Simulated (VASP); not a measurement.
# CaHf (Fm-3m) in VASP: further runs

The runs below take CaHf through single point, relaxation of cell and atoms, with PBE.

Program: VASP 6.6.1. These are calculated values, not measurements. Logs are shortened: lines on timing, memory, paths and dates and some standing lists are left out, and cuts for length are marked.

**1. The cell of the first run**

Symmetry: Fm-3m, No. 225, cubic system. Conventional cell: a = 6.300 Å, b = 6.300 Å, c = 6.300 Å, α = 90.00°, β = 90.00°, γ = 90.00°. Within 4.1 Å of Ca (site symmetry m-3m) lie 6 Hf at 3.15 Å. Within 4.1 Å of Hf (site symmetry m-3m) lie 6 Ca at 3.15 Å.

**2. Single point, PBE**

Input file INCAR:

```
SYSTEM = CaHf
PREC = Accurate
ENCUT = 520
EDIFF = 1E-6
ISMEAR = 0
SIGMA = 0.1
LREAL = .FALSE.
LASPH = .TRUE.
NELM = 100
ALGO = Normal
ISIF = 2
LWAVE = .FALSE.
LCHARG = .TRUE.
GGA = PE
LELF = .TRUE.
LVHAR = .TRUE.
NBANDS = 17
```

Input file KPOINTS:

```
Automatic mesh
0
G
  6 6 6
  0 0 0
```

Input file POSCAR:

```
CaHf
1.0
    0.0000000000      3.1501687764      3.1501687764
    3.1501687764      0.0000000000      3.1501687764
    3.1501687764      3.1501687764      0.0000000000
Ca Hf
1 1
Direct
    0.0000000000      0.0000000000      0.0000000000
    0.5000000000      0.5000000000      0.5000000000
```

Potentials or basis: VASP PAW PBE potentials, release 64 (Ca_sv, Hf_pv).

Started as:

```sh
cat potpaw_PBE.64/Ca_sv/POTCAR potpaw_PBE.64/Hf_pv/POTCAR > POTCAR
mpirun -np 1 vasp_std > vasp.out
```

OUTCAR:

```text
SYSTEM = CaHf
   PREC = Accurate
   ENCUT = 520
   EDIFF = 1E-6
   ISMEAR = 0
   LREAL = .FALSE.
   LASPH = .TRUE.
   NELM = 100
   ISIF = 2
   GGA = PE

 ion  position               nearest neighbor table
   1  0.000  0.000  0.000-   2 3.15   2 3.15   2 3.15   2 3.15   2 3.15   2 3.15
   2  0.500  0.500  0.500-   1 3.15   1 3.15   1 3.15   1 3.15   1 3.15   1 3.15

  LATTYP: Found a face centered cubic cell.
 ALAT       =     6.3003375528

  Lattice vectors:

 A1 = (   0.0000000000,   3.1501687764,   3.1501687764)
 A2 = (   3.1501687764,   0.0000000000,   3.1501687764)
 A3 = (   3.1501687764,   3.1501687764,   0.0000000000)

Analysis of symmetry for initial positions (statically):
=====================================================================
 Subroutine PRICEL returns:
 Original cell was already a primitive cell.

 Routine SETGRP: Setting up the symmetry group for a
 face centered cubic supercell.

 Subroutine GETGRP returns: Found 48 space group operations
 (whereof 48 operations were pure point group operations)
 out of a pool of 48 trial point group operations.

The static configuration has the point symmetry O_h .

Analysis of symmetry for dynamics (positions and initial velocities):
=====================================================================
 Subroutine PRICEL returns:
 Original cell was already a primitive cell.

 Routine SETGRP: Setting up the symmetry group for a
 face centered cubic supercell.

 Subroutine GETGRP returns: Found 48 space group operations
 (whereof 48 operations were pure point group operations)
 out of a pool of 48 trial point group operations.

The dynamic configuration has the point symmetry O_h .

 Subroutine INISYM returns: Found 48 space group operations
 (whereof 48 operations are pure point group operations),
 and found     1 'primitive' translations

----------------------------------------------------------------------------------------

                                     Primitive cell

  volume of cell :      62.5218

  direct lattice vectors                    reciprocal lattice vectors
     0.000000000  3.150168776  3.150168776    -0.158721654  0.158721654  0.158721654
     3.150168776  0.000000000  3.150168776     0.158721654 -0.158721654  0.158721654
     3.150168776  3.150168776  0.000000000     0.158721654  0.158721654 -0.158721654

  length of vectors
     4.455011407  4.455011407  4.455011407     0.274913970  0.274913970  0.274913970

  position of ions in fractional coordinates (direct lattice)
     0.000000000  0.000000000  0.000000000
     0.500000000  0.500000000  0.500000000

  ion indices of the primitive-cell ions
   primitive index   ion index
                 1           1
                 2           2

----------------------------------------------------------------------------------------

 KPOINTS: Automatic mesh

Automatic generation of k-mesh.
 Grid dimensions read from file:
 generate k-points for:    6    6    6

 Generating k-lattice:

  Cartesian coordinates                     Fractional coordinates (reciprocal lattice)
    -0.026453609  0.026453609  0.026453609     0.166666667  0.000000000  0.000000000
     0.026453609 -0.026453609  0.026453609     0.000000000  0.166666667  0.000000000
     0.026453609  0.026453609 -0.026453609     0.000000000  0.000000000  0.166666667

  Length of vectors
     0.045818995  0.045818995  0.045818995

  Shift w.r.t. Gamma in fractional coordinates (k-lattice)
     0.000000000  0.000000000  0.000000000

 Subroutine IBZKPT returns following result:
 ===========================================

 Found     16 irreducible k-points:

 Following reciprocal coordinates:
            Coordinates               Weight
  0.000000  0.000000  0.000000      1.000000
  0.166667  0.000000  0.000000      8.000000
  0.333333  0.000000  0.000000      8.000000
  0.500000  0.000000  0.000000      4.000000
  0.166667  0.166667  0.000000      6.000000
  0.333333  0.166667  0.000000     24.000000
[... 8 lines left out ...]
 -0.333333  0.333333  0.166667     24.000000
 -0.333333  0.500000  0.166667     12.000000
   k-points           NKPTS =     16   k-points in BZ     NKDIM =     16   number of bands    NBANDS=     17
   number of dos      NEDOS =    301   number of ions     NIONS =      2
   total plane-waves  NPLWV =  46656
   dimension x,y,z NGX =    36 NGY =   36 NGZ =   36
   dimension x,y,z NGXF=    72 NGYF=   72 NGZF=   72
   ions per type =               1   1
   NGX,Y,Z   is equivalent  to a cutoff of  13.43, 13.43, 13.43 a.u.
   NGXF,Y,Z  is equivalent  to a cutoff of  26.87, 26.87, 26.87 a.u.
 SYSTEM =  CaHf
   PREC   = accura    normal or accurate (medium, high low for compatibility)
   ISTART =      0    job   : 0-new  1-cont  2-samecut
   ICHARG =      2    charge: 1-file 2-atom 10-const
   ISPIN  =      1    spin polarized calculation?
   LNONCOLLINEAR =      F non collinear calculations
   LSORBIT =      F    spin-orbit coupling
   LASPH  =      T    aspherical Exc in radial PAW
   ENCUT  =  520.0 eV  38.22 Ry    6.18 a.u.   8.28  8.28  8.28*2*pi/ulx,y,z
   NELM   =    100;   NELMIN=  2; NELMDL= -5     # of ELM steps
   EDIFF  = 0.1E-05   stopping-criterion for ELM
   LREAL  =      F    real-space projection
   EDIFFG = 0.1E-04   stopping-criterion for IOM
   NSW    =      0    number of steps for IOM
   IBRION =     -1    ionic relax: 0-MD 1-quasi-New 2-CG
   NFREE  =      0    steps in history (QN), initial steepest desc. (CG)
   ISIF   =      2    stress and relaxation
   ISYM   =      2    0-nonsym 1-usesym 2-fastsym
   POTIM  = 0.5000    time-step for ionic-motion
   TEBEG  =    0.0;   TEEND  =   0.0 temperature during run
   PSTRESS=    0.0 pullay stress
   NELECT =      20.0000    total number of electrons
   NUPDOWN=      -1.0000    fix difference up-down
   EMIN   =  10.00;   EMAX   =-10.00  energy-range for DOS
   EFERMI =   0.00;   METHOD = LEGACY
   ISMEAR =     0;   SIGMA  =   0.10  broadening in eV -4-tet -1-fermi 0-gaus
   EFERMI_NEDOS =   21; number of points for ismear=-14 and -15
   IALGO  =     38    algorithm
   IMIX   =      4    mixing-type and parameters
     AMIX     =   0.40;   BMIX     =  1.00
     AMIX_MAG =   1.60;   BMIX_MAG =  1.00
  volume/ion in A,a.u.               =      31.26       210.96
  Fermi-wavevector in a.u.,A,eV,Ry     =   1.119630  2.115793 17.055859  1.253570
  Thomas-Fermi vector in A             =   2.256270
   LORBIT       =      0    0 simple, 1 ext, 2 COOP (PROOUT), +10 PAW based schemes
   GGA     = PE    functional components
   LHFCALC =     F    Hartree Fock is set to
   AEXX    =    0.0000 exact exchange contribution
   IVDW    =     0    specifies the selected vdW correction
   LEPSILON=     F    determine dielectric tensor
   LRPA    =     F    only Hartree local field effects (RPA)
 non-spin polarized calculation
 Gauss-broadening in eV      SIGMA  =   0.10
  energy-cutoff  :      520.00
  volume of cell :       62.52
 maximum number of plane-waves:      1700
 NGX is ok and might be reduce to    36
   NGX = 17   NGY = 17   NGZ = 17

 number of electron      20.0000002 magnetization

 Free energy of the ion-electron system (eV)
  ---------------------------------------------------
  ext. energy  EPLUGINS =         0.00000000
  ---------------------------------------------------
  free energy    TOTEN  =        -8.73807398 eV

  energy without entropy =       -8.71424857  energy(sigma->0) =       -8.72616127

 E-fermi :   2.7758     XC(G=0):  -9.2474

 val. band max:        2.7487628733   @ k =   0.1667   0.1667   0.0000
 cond. band min:       2.7899793096   @ k =  -0.3333   0.1667   0.0000
 fundamental gap:      0.0412164363
 Fermi energy:         2.7758180801

 k-point     1 :       0.0000    0.0000    0.0000
  band No.  band energies     occupation
      1     -37.7461      2.00000
      2     -28.9185      2.00000
      3     -28.9185      2.00000
      4     -28.9185      2.00000
      5     -18.8066      2.00000
      6     -18.8066      2.00000
[... 9 lines left out ...]
     16       8.2902      0.00000
     17       9.3479      0.00000

 k-point     2 :       0.1667    0.0000    0.0000
  band No.  band energies     occupation
      1     -37.7458      2.00000
      2     -28.9212      2.00000
      3     -28.9189      2.00000
      4     -28.9189      2.00000
      5     -18.8208      2.00000
      6     -18.8112      2.00000
[... 9 lines left out ...]
     16       7.8499      0.00000
     17       8.2651      0.00000

 k-point     3 :       0.3333    0.0000    0.0000
  band No.  band energies     occupation
      1     -37.7452      2.00000
      2     -28.9266      2.00000
      3     -28.9197      2.00000
      4     -28.9197      2.00000
      5     -18.8487      2.00000
      6     -18.8204      2.00000
[... 9 lines left out ...]
     16       6.3041      0.00000
     17       7.4069      0.00000

 k-point     4 :       0.5000    0.0000    0.0000
  band No.  band energies     occupation
      1     -37.7449      2.00000
      2     -28.9293      2.00000
      3     -28.9201      2.00000
      4     -28.9201      2.00000
      5     -18.8626      2.00000
      6     -18.8250      2.00000
[... 9 lines left out ...]
     16       4.9957      0.00000
     17       6.9587      0.00000
[... 183 lines left out ...]
      1     -37.7441      2.00000
      2     -28.9287      2.00000
      3     -28.9266      2.00000
      4     -28.9218      2.00000
      5     -18.8460      2.00000
      6     -18.8247      2.00000
[... 9 lines left out ...]
     16       6.4212      0.00000
     17       7.2927      0.00000

 k-point    15 :      -0.3333    0.3333    0.1667
  band No.  band energies     occupation
      1     -37.7437      2.00000
      2     -28.9306      2.00000
      3     -28.9285      2.00000
      4     -28.9221      2.00000
      5     -18.8442      2.00000
      6     -18.8288      2.00000
[... 9 lines left out ...]
     16       5.9391      0.00000
     17       7.3501      0.00000

 k-point    16 :      -0.3333    0.5000    0.1667
  band No.  band energies     occupation
      1     -37.7432      2.00000
      2     -28.9339      2.00000
      3     -28.9287      2.00000
      4     -28.9234      2.00000
      5     -18.8349      2.00000
      6     -18.8313      2.00000
[... 9 lines left out ...]
     16       5.9114      0.00000
     17       7.4024      0.00000

------------------------ aborting loop because EDIFF is reached ----------------------------------------

  FORCE on cell =-STRESS in cart. coord.  units (eV):
  Direction    XX          YY          ZZ          XY          YZ          ZX
  --------------------------------------------------------------------------------------
  -------------------------------------------------------------------------------------
  Total        0.0808058      0.0808058      0.0808058     -0.0000000     -0.0000000      0.0000000
  in kB        2.0707205      2.0707205      2.0707205     -0.0000000     -0.0000000      0.0000000
  external PRESSURE =       2.0707205 kB  Pullay stress =       0.0000000 kB

 VOLUME and BASIS-vectors are now :
 -----------------------------------------------------------------------------
  energy-cutoff  :      520.00
  volume of cell :       62.52
      direct lattice vectors                 reciprocal lattice vectors
     0.000000000  3.150168776  3.150168776    -0.158721654  0.158721654  0.158721654
     3.150168776  0.000000000  3.150168776     0.158721654 -0.158721654  0.158721654
     3.150168776  3.150168776  0.000000000     0.158721654  0.158721654 -0.158721654

 POSITION                                       TOTAL-FORCE (eV/Angst)
 -----------------------------------------------------------------------------------
      0.00000      0.00000      0.00000         0.000000     -0.000000     -0.000000
      3.15017      3.15017      3.15017        -0.000000      0.000000      0.000000
 -----------------------------------------------------------------------------------
    total drift:                                0.000000      0.000000      0.000000

  FREE ENERGIE OF THE ION-ELECTRON SYSTEM (eV)
  ---------------------------------------------------
  free  energy   TOTEN  =        -8.7380739771 eV

  energy  without entropy=       -8.7142485716  energy(sigma->0) =       -8.72616127
```

It took 21 s on 1 thread of Intel Xeon 6975P-C, shared host; peak memory 0.21 GiB.

What came out:

```yaml
Free_energy: -8.7381 eV
Pressure: 0.2 GPa
Band_gap_on_the_k_mesh: zero (band 10 reaches 3.19 eV, above the bottom of band 11 at 2.37 eV)
```

Caveat: spin-orbit coupling is left out, which moves the levels of the heavy elements.

(Part 1 of 2 ends here.)
